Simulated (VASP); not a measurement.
# Ir (Fm-3m) in VASP: a series of runs

Ir is run at these levels: PBE; tasks: single point.

Everything below comes from runs of VASP 6.6.1. Logs are shortened: lines on timing, memory, paths and dates and some standing lists are left out, and cuts for length are marked.

### 1 The cell of the first run

It takes space group Fm-3m (No. 225, cubic). Conventional cell: a = 3.699 Å, b = 3.699 Å, c = 3.699 Å, α = 90.00°, β = 90.00°, γ = 90.00°. Within 3.5 Å of Ir (site symmetry m-3m) lie 12 Ir at 2.62 Å.

### 2 Single point, PBE

Input file INCAR:

```
PREC     = Accurate       # precision mode
ENCUT    = 520            # plane-wave cutoff, eV
EDIFF    = 1E-7           # SCF threshold, eV
ISMEAR   = 0              # smearing method
SIGMA    = 0.15           # smearing width, eV
LREAL    = F              # projectors in reciprocal space
LASPH    = T              # aspherical terms in the spheres
NELM     = 100            # most SCF steps
ALGO     = Normal         # electronic algorithm
ISIF     = 2              # what is computed and relaxed
LWAVE    = F              # write WAVECAR
LCHARG   = F              # write CHGCAR
GGA      = PE             # functional
NBANDS   = 10             # bands
```

Input file KPOINTS:

```
regular mesh
0
Gamma
  13 13 13
```

Input file POSCAR:

```
Ir
1.0
    0.0000000000      1.8494914652      1.8494914652
    1.8494914652      0.0000000000      1.8494914652
    1.8494914652      1.8494914652      0.0000000000
Ir
1
Direct
    0.0000000000      0.0000000000      0.0000000000
```

Potentials or basis: VASP PAW PBE potentials, release 64 (Ir).

On the command line:

```console
$ cat potpaw_PBE.64/Ir/POTCAR > POTCAR
$ mpirun -np 1 vasp_std > vasp.out
```

OUTCAR:

```text
PREC = Accurate
   ENCUT = 520
   EDIFF = 1E-7
   ISMEAR = 0
   LREAL = F
   LASPH = T
   NELM = 100
   ISIF = 2
   GGA = PE

 ion  position               nearest neighbor table
   1  0.000  0.000  0.000-

  LATTYP: Found a face centered cubic cell.
 ALAT       =     3.6989829304

  Lattice vectors:

 A1 = (   0.0000000000,   1.8494914652,   1.8494914652)
 A2 = (   1.8494914652,   0.0000000000,   1.8494914652)
 A3 = (   1.8494914652,   1.8494914652,   0.0000000000)

Analysis of symmetry for initial positions (statically):
=====================================================================
 Subroutine PRICEL returns:
 Original cell was already a primitive cell.

 Routine SETGRP: Setting up the symmetry group for a
 face centered cubic supercell.

 Subroutine GETGRP returns: Found 48 space group operations
 (whereof 48 operations were pure point group operations)
 out of a pool of 48 trial point group operations.

The static configuration has the point symmetry O_h .

Analysis of symmetry for dynamics (positions and initial velocities):
=====================================================================
 Subroutine PRICEL returns:
 Original cell was already a primitive cell.

 Routine SETGRP: Setting up the symmetry group for a
 face centered cubic supercell.

 Subroutine GETGRP returns: Found 48 space group operations
 (whereof 48 operations were pure point group operations)
 out of a pool of 48 trial point group operations.

The dynamic configuration has the point symmetry O_h .

 Subroutine INISYM returns: Found 48 space group operations
 (whereof 48 operations are pure point group operations),
 and found     1 'primitive' translations

----------------------------------------------------------------------------------------

                                     Primitive cell

  volume of cell :      12.6528

  direct lattice vectors                    reciprocal lattice vectors
     0.000000000  1.849491465  1.849491465    -0.270344584  0.270344584  0.270344584
     1.849491465  0.000000000  1.849491465     0.270344584 -0.270344584  0.270344584
     1.849491465  1.849491465  0.000000000     0.270344584  0.270344584 -0.270344584

  length of vectors
     2.615575914  2.615575914  2.615575914     0.468250554  0.468250554  0.468250554

  position of ions in fractional coordinates (direct lattice)
     0.000000000  0.000000000  0.000000000

  ion indices of the primitive-cell ions
   primitive index   ion index
                 1           1

[... 70 lines left out ...]
   NELM   =    100;   NELMIN=  2; NELMDL= -5     # of ELM steps
   EDIFF  = 0.1E-06   stopping-criterion for ELM
   LREAL  =      F    real-space projection
   EDIFFG = 0.1E-05   stopping-criterion for IOM
   NSW    =      0    number of steps for IOM
   IBRION =     -1    ionic relax: 0-MD 1-quasi-New 2-CG
   NFREE  =      0    steps in history (QN), initial steepest desc. (CG)
   ISIF   =      2    stress and relaxation
   ISYM   =      2    0-nonsym 1-usesym 2-fastsym
   POTIM  = 0.5000    time-step for ionic-motion
   TEBEG  =    0.0;   TEEND  =   0.0 temperature during run
   PSTRESS=    0.0 pullay stress
   NELECT =       9.0000    total number of electrons
   NUPDOWN=      -1.0000    fix difference up-down
   EMIN   =  10.00;   EMAX   =-10.00  energy-range for DOS
   EFERMI =   0.00;   METHOD = LEGACY
   ISMEAR =     0;   SIGMA  =   0.15  broadening in eV -4-tet -1-fermi 0-gaus
   EFERMI_NEDOS =   21; number of points for ismear=-14 and -15
   IALGO  =     38    algorithm
   IMIX   =      4    mixing-type and parameters
     AMIX     =   0.40;   BMIX     =  1.00
     AMIX_MAG =   1.60;   BMIX_MAG =  1.00
  volume/ion in A,a.u.               =      12.65        85.39
  Fermi-wavevector in a.u.,A,eV,Ry     =   1.461369  2.761588 29.056608  2.135600
  Thomas-Fermi vector in A             =   2.577709
   LORBIT       =      0    0 simple, 1 ext, 2 COOP (PROOUT), +10 PAW based schemes
   GGA     = PE    functional components
   LHFCALC =     F    Hartree Fock is set to
   AEXX    =    0.0000 exact exchange contribution
   IVDW    =     0    specifies the selected vdW correction
   LEPSILON=     F    determine dielectric tensor
   LRPA    =     F    only Hartree local field effects (RPA)
 non-spin polarized calculation
 Gauss-broadening in eV      SIGMA  =   0.15
  energy-cutoff  :      520.00
  volume of cell :       12.65
 maximum number of plane-waves:       350
   NGX =  9   NGY =  9   NGZ =  9

 number of electron       8.9999999 magnetization

 Free energy of the ion-electron system (eV)
  ---------------------------------------------------
  ext. energy  EPLUGINS =         0.00000000
  ---------------------------------------------------
  free energy    TOTEN  =        -8.49849710 eV

  energy without entropy =       -8.48684720  energy(sigma->0) =       -8.49267215

 E-fermi :  12.4906     XC(G=0): -14.6598

 val. band max:       12.4365127494   @ k =  -0.3077   0.3077   0.0769
 cond. band min:      12.5283769736   @ k =   0.4615   0.1538   0.0769
 fundamental gap:      0.0918642242
 Fermi energy:        12.4906493059

 k-point     1 :       0.0000    0.0000    0.0000
  band No.  band energies     occupation
      1       0.0930      2.00000
      2       7.8577      2.00000
      3       7.8577      2.00000
      4       7.8577      2.00000
      5      11.0703      2.00000
      6      11.0703      2.00000
      7      26.4908      0.00000
      8      32.7712      0.00000
      9      32.7712      0.00000
     10      32.7712      0.00000
[... 287 lines left out ...]
 k-point    24 :       0.4615    0.1538    0.0000
  band No.  band energies     occupation
      1       3.9769      2.00000
      2       6.9556      2.00000
      3       8.2959      2.00000
      4       8.7761      2.00000
      5      13.6772      0.00000
      6      14.9342      0.00000
      7      22.1782      0.00000
      8      28.2957      0.00000
      9      32.0822      0.00000
     10      33.6276      0.00000

 [... further k-points ...]
[... 5 lines left out ...]
  --------------------------------------------------------------------------------------
  -------------------------------------------------------------------------------------
  Total        5.4214295      5.4214295      5.4214295      0.0000000      0.0000000      0.0000000
  in kB      686.4950453    686.4950453    686.4950453      0.0000000      0.0000000      0.0000000
  external PRESSURE =     686.4950453 kB  Pullay stress =       0.0000000 kB

 VOLUME and BASIS-vectors are now :
 -----------------------------------------------------------------------------
  energy-cutoff  :      520.00
  volume of cell :       12.65
      direct lattice vectors                 reciprocal lattice vectors
     0.000000000  1.849491465  1.849491465    -0.270344584  0.270344584  0.270344584
     1.849491465  0.000000000  1.849491465     0.270344584 -0.270344584  0.270344584
     1.849491465  1.849491465  0.000000000     0.270344584  0.270344584 -0.270344584

 POSITION                                       TOTAL-FORCE (eV/Angst)
 -----------------------------------------------------------------------------------
      0.00000      0.00000      0.00000        -0.000000      0.000000     -0.000000
 -----------------------------------------------------------------------------------
    total drift:                               -0.000000     -0.000000     -0.000000

  FREE ENERGIE OF THE ION-ELECTRON SYSTEM (eV)
  ---------------------------------------------------
  free  energy   TOTEN  =        -8.4984971043 eV

  energy  without entropy=       -8.4868471951  energy(sigma->0) =       -8.49267215
```

OSZICAR:

```text
N       E                     dE             d eps       ncg     rms          rms(c)
DAV:   1     0.498174427521E+02    0.49817E+02   -0.44782E+03  1688   0.840E+02
DAV:   2    -0.814021392526E+01   -0.57958E+02   -0.55445E+02  1734   0.204E+02
DAV:   3    -0.898724748825E+01   -0.84703E+00   -0.84490E+00  1966   0.296E+01
DAV:   4    -0.899461867529E+01   -0.73712E-02   -0.73700E-02  1904   0.257E+00
DAV:   5    -0.899476049584E+01   -0.14182E-03   -0.14182E-03  2042   0.334E-01    0.209E+01
DAV:   6    -0.860935847376E+01    0.38540E+00   -0.50008E-01  1892   0.899E+00    0.952E+00
DAV:   7    -0.850497426376E+01    0.10438E+00   -0.24965E-01  2136   0.588E+00    0.140E+00
DAV:   8    -0.849974975504E+01    0.52245E-02   -0.26149E-03  1864   0.681E-01    0.541E-01
DAV:   9    -0.849848967069E+01    0.12601E-02   -0.12320E-03  1918   0.505E-01    0.164E-02
DAV:  10    -0.849849776744E+01   -0.80968E-05   -0.83973E-06  2356   0.257E-02    0.132E-02
DAV:  11    -0.849849711822E+01    0.64922E-06   -0.27620E-07  1762   0.678E-03    0.123E-03
DAV:  12    -0.849849710432E+01    0.13905E-07   -0.91376E-09   962   0.866E-04
   1 F= -.84984971E+01 E0= -.84926721E+01  d E =-.116499E-01
```

It took 6 s on 1 thread of AMD EPYC 9R45 (Zen 5), shared host; peak memory 0.1 GiB.

What came out:

- Free energy: -8.4985 eV
- Pressure: 68.6 GPa

Caveat: spin-orbit coupling is left out, which moves the levels of the heavy elements.

### 3 Single point, PBE

This run uses another cell than the first one, of 13.00 Å³/atom, 1.028 times its volume.

Input file INCAR:

```
SYSTEM = Ir
PREC     = Accurate       ! precision mode
ENCUT    = 520            ! plane-wave cutoff, eV
EDIFF    = 1E-7           ! SCF threshold, eV
ISMEAR   = 0              ! smearing method
SIGMA    = 0.15           ! smearing width, eV
LREAL    = .FALSE.        ! projectors in reciprocal space
LASPH    = .TRUE.         ! aspherical terms in the spheres
NELM     = 100            ! most SCF steps
ALGO     = Normal         ! electronic algorithm
ISIF     = 2              ! what is computed and relaxed
LWAVE    = .FALSE.        ! write WAVECAR
LCHARG   = .FALSE.        ! write CHGCAR
GGA      = PE             ! functional
NBANDS   = 10             ! bands
```

Input file KPOINTS:

```
regular mesh
0
G
  13 13 13
  0 0 0
```

Input file POSCAR:

```
Ir
1.0
    0.0000000000      1.8664602246      1.8664602246
    1.8664602246      0.0000000000      1.8664602246
    1.8664602246      1.8664602246      0.0000000000
Ir
1
Direct
    0.0000000000      0.0000000000      0.0000000000
```

Potentials or basis: VASP PAW PBE potentials, release 64 (Ir).

On the command line:

```console
$ cat potpaw_PBE.64/Ir/POTCAR > POTCAR
$ mpirun -np 1 vasp_std > vasp.out
```

OUTCAR:

```text
SYSTEM = Ir
   PREC = Accurate
   ENCUT = 520
   EDIFF = 1E-7
   ISMEAR = 0
   LREAL = .FALSE.
   LASPH = .TRUE.
   NELM = 100
   ISIF = 2
   GGA = PE

 ion  position               nearest neighbor table
   1  0.000  0.000  0.000-

  LATTYP: Found a face centered cubic cell.
 ALAT       =     3.7329204492

  Lattice vectors:

 A1 = (   0.0000000000,   1.8664602246,   1.8664602246)
 A2 = (   1.8664602246,   0.0000000000,   1.8664602246)
 A3 = (   1.8664602246,   1.8664602246,   0.0000000000)

Analysis of symmetry for initial positions (statically):
=====================================================================
 Subroutine PRICEL returns:
 Original cell was already a primitive cell.

 Routine SETGRP: Setting up the symmetry group for a
 face centered cubic supercell.

 Subroutine GETGRP returns: Found 48 space group operations
 (whereof 48 operations were pure point group operations)
 out of a pool of 48 trial point group operations.

The static configuration has the point symmetry O_h .

Analysis of symmetry for dynamics (positions and initial velocities):
=====================================================================
 Subroutine PRICEL returns:
 Original cell was already a primitive cell.

 Routine SETGRP: Setting up the symmetry group for a
 face centered cubic supercell.

 Subroutine GETGRP returns: Found 48 space group operations
 (whereof 48 operations were pure point group operations)
 out of a pool of 48 trial point group operations.

The dynamic configuration has the point symmetry O_h .

 Subroutine INISYM returns: Found 48 space group operations
 (whereof 48 operations are pure point group operations),
 and found     1 'primitive' translations

----------------------------------------------------------------------------------------

                                     Primitive cell

  volume of cell :      13.0043

  direct lattice vectors                    reciprocal lattice vectors
[... 103 lines left out ...]
   IMIX   =      4    mixing-type and parameters
     AMIX     =   0.40;   BMIX     =  1.00
     AMIX_MAG =   1.60;   BMIX_MAG =  1.00
  volume/ion in A,a.u.               =      13.00        87.76
  Fermi-wavevector in a.u.,A,eV,Ry     =   1.448083  2.736481 28.530679  2.096946
  Thomas-Fermi vector in A             =   2.565965
   LORBIT       =      0    0 simple, 1 ext, 2 COOP (PROOUT), +10 PAW based schemes
   GGA     = PE    functional components
   LHFCALC =     F    Hartree Fock is set to
   AEXX    =    0.0000 exact exchange contribution
   IVDW    =     0    specifies the selected vdW correction
   LEPSILON=     F    determine dielectric tensor
   LRPA    =     F    only Hartree local field effects (RPA)
 non-spin polarized calculation
 Gauss-broadening in eV      SIGMA  =   0.15
  energy-cutoff  :      520.00
  volume of cell :       13.00
 maximum number of plane-waves:       365
   NGX =  9   NGY =  9   NGZ =  9

 number of electron       8.9999999 magnetization

 Free energy of the ion-electron system (eV)
  ---------------------------------------------------
  ext. energy  EPLUGINS =         0.00000000
  ---------------------------------------------------
  free energy    TOTEN  =        -8.62984699 eV

  energy without entropy =       -8.61772949  energy(sigma->0) =       -8.62378824

 E-fermi :  11.9627     XC(G=0): -14.4934

 val. band max:       11.9118952575   @ k =  -0.3077   0.3077   0.0769
 cond. band min:      12.0000119665   @ k =   0.4615   0.1538   0.0769
 fundamental gap:      0.0881167089
 Fermi energy:        11.9626560303

 k-point     1 :       0.0000    0.0000    0.0000
  band No.  band energies     occupation
      1      -0.1189      2.00000
      2       7.5200      2.00000
      3       7.5200      2.00000
      4       7.5200      2.00000
      5      10.5971      2.00000
      6      10.5971      2.00000
      7      26.0493      0.00000
      8      32.1567      0.00000
      9      32.1567      0.00000
     10      32.1567      0.00000
[... 287 lines left out ...]
 k-point    24 :       0.4615    0.1538    0.0000
  band No.  band energies     occupation
      1       3.7441      2.00000
      2       6.6601      2.00000
      3       7.9169      2.00000
      4       8.4065      2.00000
      5      13.0890      0.00000
      6      14.3265      0.00000
      7      21.3841      0.00000
      8      27.7211      0.00000
      9      31.2665      0.00000
     10      32.7286      0.00000

 [... further k-points ...]
[... 5 lines left out ...]
  --------------------------------------------------------------------------------------
  -------------------------------------------------------------------------------------
  Total        4.1708593      4.1708593      4.1708593      0.0000000      0.0000000     -0.0000000
  in kB      513.8660274    513.8660274    513.8660274      0.0000000      0.0000000     -0.0000000
  external PRESSURE =     513.8660274 kB  Pullay stress =       0.0000000 kB

 VOLUME and BASIS-vectors are now :
 -----------------------------------------------------------------------------
  energy-cutoff  :      520.00
  volume of cell :       13.00
      direct lattice vectors                 reciprocal lattice vectors
     0.000000000  1.866460225  1.866460225    -0.267886770  0.267886770  0.267886770
     1.866460225  0.000000000  1.866460225     0.267886770 -0.267886770  0.267886770
     1.866460225  1.866460225  0.000000000     0.267886770  0.267886770 -0.267886770

 POSITION                                       TOTAL-FORCE (eV/Angst)
 -----------------------------------------------------------------------------------
      0.00000      0.00000      0.00000         0.000000     -0.000000     -0.000000
 -----------------------------------------------------------------------------------
    total drift:                               -0.000000     -0.000000     -0.000000

  FREE ENERGIE OF THE ION-ELECTRON SYSTEM (eV)
  ---------------------------------------------------
  free  energy   TOTEN  =        -8.6298469944 eV

  energy  without entropy=       -8.6177294912  energy(sigma->0) =       -8.62378824
```

OSZICAR:

```text
N       E                     dE             d eps       ncg     rms          rms(c)
DAV:   1     0.508545766433E+02    0.50855E+02   -0.44722E+03  1696   0.834E+02
DAV:   2    -0.821849403807E+01   -0.59073E+02   -0.56307E+02  1732   0.203E+02
DAV:   3    -0.913019895938E+01   -0.91170E+00   -0.90940E+00  1994   0.305E+01
DAV:   4    -0.913836744403E+01   -0.81685E-02   -0.81672E-02  1928   0.269E+00
DAV:   5    -0.913852320498E+01   -0.15576E-03   -0.15576E-03  2024   0.350E-01    0.194E+01
DAV:   6    -0.873633056831E+01    0.40219E+00   -0.56431E-01  1902   0.949E+00    0.861E+00
DAV:   7    -0.863630597147E+01    0.10002E+00   -0.25597E-01  2068   0.591E+00    0.142E+00
DAV:   8    -0.863203453693E+01    0.42714E-02   -0.22482E-03  1852   0.585E-01    0.773E-01
DAV:   9    -0.862984019078E+01    0.21943E-02   -0.17827E-03  1900   0.605E-01    0.168E-02
DAV:  10    -0.862984714525E+01   -0.69545E-05   -0.10809E-05  2386   0.307E-02    0.194E-02
DAV:  11    -0.862984703697E+01    0.10827E-06   -0.59728E-07  1918   0.956E-03    0.108E-03
DAV:  12    -0.862984699442E+01    0.42550E-07   -0.10585E-08  1000   0.981E-04
   1 F= -.86298470E+01 E0= -.86237882E+01  d E =-.121175E-01
```

stdout:

```text
POSCAR found type information on POSCAR Ir
 POSCAR found :  1 types and       1 ions
 scaLAPACK will be used
 LDA part: xc-table for (Slater+PW92), standard interpolation
 POSCAR, INCAR and KPOINTS ok, starting setup
 FFT: planning ... GRIDC
 FFT: planning ... GRID_SOFT
 FFT: planning ... GRID
 WAVECAR not read
 entering main loop
```

It took 6.2 s on 1 thread of AMD EPYC 9R45 (Zen 5), shared host; peak memory 0.1 GiB.

What came out:

```yaml
Free_energy: -8.6298 eV
Pressure: 51.4 GPa
```

Levels at points of the mesh, in eV from the Fermi level:
```tsv
k point	band 2	band 3	band 4	band 5	band 6	band 7
(0.00, 0.00, 0.00)	-4.44	-4.44	-4.44	-1.37	-1.37	14.09
```

Caveat: spin-orbit coupling is left out, which moves the levels of the heavy elements.

### 4 Single point, PBE

This run uses another cell than the first one, of 13.36 Å³/atom, 1.056 times its volume.

Input file INCAR:

```
PREC = Accurate
ENCUT = 520
EDIFF = 1E-6
ISMEAR = 0
SIGMA = 0.15
LREAL = F
LASPH = T
NELM = 60
ALGO = Normal
ISIF = 2
LWAVE = F
LCHARG = F
GGA = PE
NBANDS = 10
```

Input file KPOINTS:

```
regular mesh
0
Gamma
  13 13 13
```

Input file POSCAR:

```
Ir
1.0
    0.0000000000      1.8831259299      1.8831259299
    1.8831259299      0.0000000000      1.8831259299
    1.8831259299      1.8831259299      0.0000000000
Ir
1
Direct
    0.0000000000      0.0000000000      0.0000000000
```

On the command line:

```console
$ cat potpaw_PBE.64/Ir/POTCAR > POTCAR
$ mpirun -np 1 vasp_std > vasp.out
```

Wall time 5.7 s (1 thread of AMD EPYC 9R45 (Zen 5), shared host); peak memory 0.1 GiB.

It converged, with:

```
Free energy : -8.7260 eV
Pressure    : 36.5 GPa
```

Levels at points of the mesh, in eV from the Fermi level:
```csv
k point,band 1,band 2,band 3,band 4,band 5,band 6,band 7,band 8
"(0.00, 0.00, 0.00)",-11.78,-4.26,-4.26,-4.26,-1.31,-1.31,14.16,20.10
```

Caveat: spin-orbit coupling is left out, which moves the levels of the heavy elements.

[end of part 1 of 2]
